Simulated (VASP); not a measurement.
# AlN (P6_3/mmc) in VASP: notebook, part 2 of 2

VASP 6.6.1. Earlier steps stand in the parts before.

### 3 Single point, PBEsol (volume 10.239 Å^3 an atom, c/a of the conventional cell 1.2144)

INCAR reads:

```
PREC = Accurate ; ENCUT = 520
EDIFF = 1E-7 ; ISMEAR = 0
SIGMA = 0.05 ; LREAL = False
LASPH = True ; NELM = 60
ALGO = Normal ; ISIF = 2
LWAVE = False ; LCHARG = False
GGA = PS ; NBANDS = 16
```

KPOINTS reads:

```
Automatic mesh
0
Gamma
  9 9 6
```

POSCAR reads:

```
AlN
1.0
    3.3895474246      0.0000000000      0.0000000000
   -1.6947737123      2.9354341771      0.0000000000
    0.0000000000      0.0000000000      4.1162663925
Al N
2 2
Direct
    0.3333333333      0.6666666667      0.7500000000
    0.6666666667      0.3333333333      0.2500000000
    0.3333333333      0.6666666667      0.2500000000
    0.6666666667      0.3333333333      0.7500000000
```

Potentials or basis: VASP PAW PBE potentials, release 64 (Al, N).

Launch:

```bash
cat potpaw_PBE.64/Al/POTCAR potpaw_PBE.64/N/POTCAR > POTCAR
mpirun -np 1 vasp_std > vasp.out
```

OUTCAR:

```text
PREC = Accurate
   ENCUT = 520
   EDIFF = 1E-7
   ISMEAR = 0
   LREAL = False
   LASPH = True
   NELM = 60
   ISIF = 2
   GGA = PS

 ion  position               nearest neighbor table
   1  0.333  0.667  0.750-   4 1.96   4 1.96   4 1.96   3 2.06   3 2.06   2 2.84   2 2.84   2 2.84
                             2 2.84   2 2.84   2 2.84
   2  0.667  0.333  0.250-   3 1.96   3 1.96   3 1.96   4 2.06   4 2.06   1 2.84   1 2.84   1 2.84
                             1 2.84   1 2.84   1 2.84
   3  0.333  0.667  0.250-   2 1.96   2 1.96   2 1.96   1 2.06   1 2.06
   4  0.667  0.333  0.750-   1 1.96   1 1.96   1 1.96   2 2.06   2 2.06

  LATTYP: Found a hexagonal cell.
 ALAT       =     3.3895474246
 C/A-ratio  =     1.2144000000

  Lattice vectors:

 A1 = (   3.3895474246,   0.0000000000,   0.0000000000)
 A2 = (  -1.6947737123,   2.9354341771,   0.0000000000)
 A3 = (   0.0000000000,   0.0000000000,   4.1162663925)

Analysis of symmetry for initial positions (statically):
=====================================================================
 Subroutine PRICEL returns:
 Original cell was already a primitive cell.

[... 172 lines left out ...]
  free energy    TOTEN  =       -30.86870909 eV

  energy without entropy =      -30.86870909  energy(sigma->0) =      -30.86870909

 E-fermi :   7.6181     XC(G=0): -11.2173

 val. band max:        7.3487277229   @ k =   0.0000   0.0000   0.0000
 cond. band min:      10.4479096361   @ k =   0.0000   0.0000   0.0000
 fundamental gap:      3.0991819132
 Fermi energy:         7.6180503721

 k-point     1 :       0.0000    0.0000    0.0000
  band No.  band energies     occupation
      1      -9.0355      2.00000
      2      -5.3046      2.00000
      3       0.8550      2.00000
      4       4.1982      2.00000
      5       4.1982      2.00000
      6       6.0409      2.00000
[... 433 lines left out ...]
      3       1.1023      2.00000
      4       2.0437      2.00000
      5       2.0437      2.00000
      6       4.8232      2.00000
[... 8 lines left out ...]
     15      18.6196      0.00000
     16      20.3356      0.00000

 [... further k-points ...]
[... 5 lines left out ...]
  --------------------------------------------------------------------------------------
  -------------------------------------------------------------------------------------
  Total       -3.0055906     -3.0055906     -1.3394658      0.0000000      0.0000000     -0.0000000
  in kB     -117.5771326   -117.5771326    -52.3992009      0.0000000      0.0000000     -0.0000000
  external PRESSURE =     -95.8511554 kB  Pullay stress =       0.0000000 kB

 VOLUME and BASIS-vectors are now :
 -----------------------------------------------------------------------------
  energy-cutoff  :      520.00
  volume of cell :       40.96
      direct lattice vectors                 reciprocal lattice vectors
     3.389547425  0.000000000  0.000000000     0.295024637  0.170332554  0.000000000
    -1.694773712  2.935434177  0.000000000     0.000000000  0.340665108  0.000000000
     0.000000000  0.000000000  4.116266393     0.000000000  0.000000000  0.242938601

 POSITION                                       TOTAL-FORCE (eV/Angst)
 -----------------------------------------------------------------------------------
     -0.00000      1.95696      3.08720        -0.000000      0.000000      0.000000
      1.69477      0.97848      1.02907        -0.000000     -0.000000      0.000000
     -0.00000      1.95696      1.02907         0.000000     -0.000000      0.000000
      1.69477      0.97848      3.08720        -0.000000      0.000000      0.000000
 -----------------------------------------------------------------------------------
    total drift:                               -0.000000      0.000000     -0.000000

  FREE ENERGIE OF THE ION-ELECTRON SYSTEM (eV)
  ---------------------------------------------------
  free  energy   TOTEN  =       -30.8687090865 eV

  energy  without entropy=      -30.8687090865  energy(sigma->0) =      -30.86870909
```

OSZICAR:

```text
N       E                     dE             d eps       ncg     rms          rms(c)
DAV:   1     0.408780951787E+02    0.40878E+02   -0.73344E+03  1536   0.902E+02
DAV:   2    -0.315801025589E+02   -0.72458E+02   -0.65857E+02  2296   0.184E+02
DAV:   3    -0.349665168549E+02   -0.33864E+01   -0.33738E+01  1808   0.412E+01
DAV:   4    -0.349878931901E+02   -0.21376E-01   -0.21374E-01  1952   0.369E+00
DAV:   5    -0.349881903400E+02   -0.29715E-03   -0.29714E-03  1800   0.442E-01    0.110E+01
DAV:   6    -0.309421194514E+02    0.40461E+01   -0.81513E+00  1984   0.211E+01    0.384E+00
DAV:   7    -0.309135748531E+02    0.28545E-01   -0.63984E-01  1744   0.542E+00    0.275E+00
DAV:   8    -0.308772376085E+02    0.36337E-01   -0.11258E-01  1648   0.268E+00    0.897E-01
DAV:   9    -0.308683878765E+02    0.88497E-02   -0.20912E-02  1960   0.111E+00    0.279E-01
DAV:  10    -0.308688055436E+02   -0.41767E-03   -0.25463E-03  1760   0.330E-01    0.170E-01
DAV:  11    -0.308687124620E+02    0.93082E-04   -0.12617E-04  1840   0.851E-02    0.457E-02
DAV:  12    -0.308687096295E+02    0.28325E-05   -0.83517E-06  1752   0.222E-02    0.841E-03
DAV:  13    -0.308687090292E+02    0.60034E-06   -0.29029E-06  2000   0.124E-02    0.415E-03
DAV:  14    -0.308687090865E+02   -0.57340E-07   -0.17205E-07  1216   0.371E-03
   1 F= -.30868709E+02 E0= -.30868709E+02  d E =-.145610E-16
```

It took 13 s on 1 thread of Intel Xeon 6975P-C (Granite Rapids), shared host; peak memory 0.17 GiB.

Results:

| Property | Result |
| --- | --- |
| Free energy | -30.8687 eV |
| Pressure | -9.6 GPa |
| Band gap on the k mesh | 3.10 eV, direct |

Stress tensor (GPa, compression positive):
```
-11.76   0.00   0.00
  0.00 -11.76   0.00
  0.00   0.00  -5.24
```

Levels at points of the mesh, in eV from the valence-band top:
```tsv
k point	band 4	band 5	band 6	band 7	band 8	band 9	band 10	band 11	band 12	band 13
(0.00, 0.00, 0.00)	-3.15	-3.15	-1.31	-1.31	0.00	3.10	4.14	7.95	7.95	11.11
(0.00, 0.00, 0.50)	-3.57	-2.27	-2.27	-2.27	-2.27	5.54	5.54	8.09	8.09	8.09
```

Caveat: the PAW data sets were made with another functional, which shifts forces and pressure a little.

### 4 Single point, PBEsol (volume 10.473 Å^3 an atom, c/a of the conventional cell 1.1951)

INCAR reads:

```
SYSTEM = AlN
PREC     = Accurate       ! precision mode
ENCUT    = 520            ! plane-wave cutoff, eV
EDIFF    = 1E-7           ! SCF threshold, eV
ISMEAR   = 0              ! smearing method
SIGMA    = 0.05           ! smearing width, eV
LREAL    = .False.        ! projectors in reciprocal space
LASPH    = .True.         ! aspherical terms in the spheres
NELM     = 60             ! most SCF steps
ALGO     = Normal         ! electronic algorithm
ISIF     = 2              ! what is computed and relaxed
LWAVE    = .False.        ! write WAVECAR
LCHARG   = .True.         ! write CHGCAR
GGA      = PS             ! functional
LELF     = .True.         ! ELF
LVHAR    = .True.       
NBANDS   = 16             ! bands
```

KPOINTS reads:

```
Automatic mesh
0
Gamma
  9 9 6
  0 0 0
```

POSCAR reads:

```
AlN
1.0
    3.4334606329      0.0000000000      0.0000000000
   -1.7167303165      2.9734641309      0.0000000000
    0.0000000000      0.0000000000      4.1033288023
Al N
2 2
Direct
    0.3333333333      0.6666666667      0.7500000000
    0.6666666667      0.3333333333      0.2500000000
    0.3333333333      0.6666666667      0.2500000000
    0.6666666667      0.3333333333      0.7500000000
```

Launch:

```bash
cat potpaw_PBE.64/Al/POTCAR potpaw_PBE.64/N/POTCAR > POTCAR
mpirun -np 1 vasp_std > vasp.out
```

Run time: 14 s. Hardware: 1 thread of Intel Xeon 6975P-C (Granite Rapids), shared host; peak memory 0.17 GiB.

It converged, with:

```
Free energy            : -30.7810 eV
Pressure               : -13.3 GPa
Band gap on the k mesh : 3.00 eV, direct
```

Stress tensor (GPa, compression positive):
```
-16.19   0.00   0.00
  0.00 -16.19   0.00
  0.00   0.00  -7.59
```

Levels at points of the mesh, in eV from the valence-band top:
```
           k point  band 6  band 7  band 8  band 9  band 10  band 11
(0.00, 0.00, 0.00)   -1.16   -1.16    0.00    3.00     4.00     7.84
(0.00, 0.00, 0.50)   -2.15   -2.15   -2.15    5.48     5.48     7.97
```

Caveat: the PAW data sets were made with another functional, which shifts forces and pressure a little.

### 5 Single point, PBEsol (volume 10.473 Å^3 an atom, c/a of the conventional cell 1.3158)

INCAR reads:

```
SYSTEM = AlN
PREC = Accurate
ENCUT = 520
EDIFF = 1E-6
ISMEAR = 0
SIGMA = 0.05
LREAL = .FALSE.
LASPH = .TRUE.
NELM = 100
ALGO = Normal
ISIF = 2
LWAVE = .FALSE.
LCHARG = .FALSE.
GGA = PS
NBANDS = 16
```

KPOINTS reads:

```
Automatic mesh
0
G
  9 9 6
  0 0 0
```

POSCAR reads:

```
AlN
1.0
    3.3250909357      0.0000000000      0.0000000000
   -1.6625454679      2.8796132202      0.0000000000
    0.0000000000      0.0000000000      4.3751546532
Al N
2 2
Direct
    0.3333333333      0.6666666667      0.7500000000
    0.6666666667      0.3333333333      0.2500000000
    0.3333333333      0.6666666667      0.2500000000
    0.6666666667      0.3333333333      0.7500000000
```

Launch:

```bash
cat potpaw_PBE.64/Al/POTCAR potpaw_PBE.64/N/POTCAR > POTCAR
mpirun -np 1 vasp_std > vasp.out
```

It took 14 s on 1 thread of Intel Xeon 6975P-C (Granite Rapids), shared host; peak memory 0.17 GiB.

It converged, with:

| Property | Result |
| --- | --- |
| Free energy | -30.8192 eV |
| Pressure | -11.5 GPa |
| Band gap on the k mesh | 2.69 eV, direct |

Stress tensor (GPa, compression positive):
```
-10.27   0.00   0.00
  0.00 -10.27   0.00
  0.00   0.00 -13.87
```

Levels at points of the mesh, in eV from the valence-band top:
```
           k point  band 6  band 7  band 8  band 9  band 10  band 11
(0.00, 0.00, 0.00)   -1.74   -1.74    0.00    2.69     3.99     7.97
(0.00, 0.00, 0.50)   -2.48   -2.48   -2.48    5.14     5.14     8.23
```

Caveat: the PAW data sets were made with another functional, which shifts forces and pressure a little.

### 6 Summary

| cell | gap on the mesh (eV) | pressure (GPa) |
| --- | --- | --- |
| a = 3.426, b = 3.426, c = 4.029 Å, angles 90.0, 90.0, 120.0°, 4 atoms | 3.21 | -9.2 |
| a = 3.390, b = 3.390, c = 4.116 Å, angles 90.0, 90.0, 120.0°, 4 atoms | 3.10 | -9.6 |
| a = 3.433, b = 3.433, c = 4.103 Å, angles 90.0, 90.0, 120.0°, 4 atoms | 3.00 | -13.3 |
| a = 3.325, b = 3.325, c = 4.375 Å, angles 90.0, 90.0, 120.0°, 4 atoms | 2.69 | -11.5 |

Alike in all rows: task single point; level PBEsol; potentials or basis VASP PAW PBE potentials, release 64 (Al, N); no spin polarisation; k mesh 9 × 9 × 6; cutoff (eV) 520; smearing gaussian 0.05 eV.

Caveats: the PAW data sets were made with another functional, which shifts forces and pressure a little.

Absolute energies hang on the potentials; compare differences alone.
